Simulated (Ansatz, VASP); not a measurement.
# Two plane-wave programs on SnO2

```
Sn O
1.0
     1.61709    0.93363    4.60857
    -1.61709    0.93363    4.60857
     0.00000   -1.86726    4.60857
Sn O
1 2
Direct
  0.50000 0.50000 0.50000
  0.23717 0.23717 0.23717
  0.76283 0.76283 0.76283
```

Change from the starting cell: strain +0.000 along x and y, -0.040 along z, atoms carried along.

Alike in both runs: task single point; functional LDA; k mesh 12 × 12 × 12; occupations gaussian, width 0.05 eV; no spin polarisation.

|  | VASP | Ansatz |
| --- | --- | --- |
| version | VASP 6.6.1 | Ansatz 0.2.0 |
| potentials or method | VASP PAW LDA potentials, release 64 (Sn_d, O), cutoff 520 eV | scalar-relativistic, plane waves, PAW |
| valence electrons in the cell | 26 | 26 |

```csv
,VASP,Ansatz,Ansatz less VASP
gap on the k mesh at the Fermi level (eV),1.76,1.76,-0.002
least direct gap on the mesh (eV),1.89,1.88,-0.008
pressure (GPa),-5.4,-6.1,-0.74
"traceless stress, the component that is largest in VASP (GPa)",1.82,2.38,+0.565
rms of the force components (eV/Å),0.045,0.073,+0.0283
```

LDA's correlation is that of Perdew and Zunger in VASP and of Perdew and Wang (1992) in Ansatz. Atom by atom the forces differ by 0.028 eV/Å (rms over components).
